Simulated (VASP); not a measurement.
Wanted: the native input for a VASP 6.6.1 run.

```
Task                   : single point
Functional             : PBE
Potentials or basis    : VASP PAW PBE potentials, release 64 (Hf_pv, C)
Cutoff                 : 520 eV
k mesh                 : 16 × 16 × 15
Occupations            : fermi-dirac, width 0.1 eV
Spin                   : no spin polarisation
Dipole correction      : no
Further INCAR settings : ALGO = Normal; EDIFF = 1e-07; NBANDS = 14
```

The structure of HfC (WC type) lies in POSCAR:

```
HfC
1.0
    2.7713435504      0.0000000000      0.0000000000
   -1.3856717752      2.4000539172      0.0000000000
    0.0000000000      0.0000000000      2.6438708147
Hf C
1 1
Direct
    0.0000000000      0.0000000000      0.0000000000
    0.3333333333      0.6666666667      0.5000000000
```

The input as run:

INCAR

```
SYSTEM = HfC
ALGO     = Normal         ! electronic algorithm
EDIFF    = 1E-7           ! SCF threshold, eV
ENCUT    = 520            ! plane-wave cutoff, eV
GGA      = PE             ! functional
ISIF     = 2              ! what is computed and relaxed
ISMEAR   = -1             ! smearing method
LASPH    = .TRUE.         ! aspherical terms in the spheres
LCHARG   = .FALSE.        ! write CHGCAR
LREAL    = .FALSE.        ! projectors in reciprocal space
LWAVE    = .FALSE.        ! write WAVECAR
NBANDS   = 14             ! bands
NELM     = 100            ! most SCF steps
PREC     = Accurate       ! precision mode
SIGMA    = 0.1            ! smearing width, eV
```

KPOINTS

```
k-points
0
G
  16 16 15
  0 0 0
```

Potentials or basis: VASP PAW PBE potentials, release 64 (Hf_pv, C).

Launch:

```sh
$ cat potpaw_PBE.64/Hf_pv/POTCAR potpaw_PBE.64/C/POTCAR > POTCAR
$ mpirun -np 1 vasp_std > vasp.out
```

It gave:

| Item | Value |
| --- | --- |
| Pressure | 170.7 GPa |
| Band gap on the k mesh | zero (band 7 reaches 10.11 eV, above the bottom of band 8 at 8.54 eV) |

Caveat: spin-orbit coupling is left out, which moves the levels of the heavy elements.

Wall time 38 s on 1 thread of Intel(R) Xeon(R) 6975P-C (Granite Rapids), with other jobs on the host, peak memory 0.19 GiB.
